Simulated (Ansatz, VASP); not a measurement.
## Two plane-wave programs on GdMn3

```xyz
4
Lattice="4.0889 0.0000 0.0000 0.0000 4.0889 0.0000 0.0000 0.0000 4.0889" Properties=species:S:1:pos:R:3 pbc="T T T"
Gd    0.0000    0.0000    0.0000
Mn    0.0000    2.0445    2.0445
Mn    2.0445    2.0445    0.0000
Mn    2.0445    0.0000    2.0445
```

Alike in both runs: task single point; functional PBE; k mesh 6 × 6 × 6; occupations gaussian, width 0.05 eV; collinear spin; Hubbard terms Gd f U = 6.0 eV.

|  | VASP | Ansatz |
| --- | --- | --- |
| version | VASP 6.6.1 | Ansatz 0.2.0 |
| potentials or method | VASP PAW PBE potentials, release 64 (Gd, Mn_pv), cutoff 520 eV | scalar-relativistic, plane waves, PAW |
| valence electrons in the cell | 57 | 63 |

|  | VASP | Ansatz | Ansatz less VASP |
| --- | --- | --- | --- |
| gap on the k mesh at the Fermi level (eV) | none | none | - |
| pressure (GPa) | 2.5 | 2.4 | -0.11 |
| net moment per atom (μB) | 0.66 | 0.67 | +0.002 |
| size of the moment on the site where the two differ most (μB) | 7.05 | 7.21 | +0.154 |

Site moments also hang on the region over which each program counts them. The programs project onto different local orbitals, so the same U acts differently, and such runs can settle in different states. A gap of «none» marks a metal or a gap that the smearing closes. VASP's potentials hold 57 valence electrons a cell and Ansatz's 63, so a difference there can come from the potentials and not from the codes. Ansatz's warnings: filled band counts differ across k points.

Neither program's run includes spin-orbit coupling.
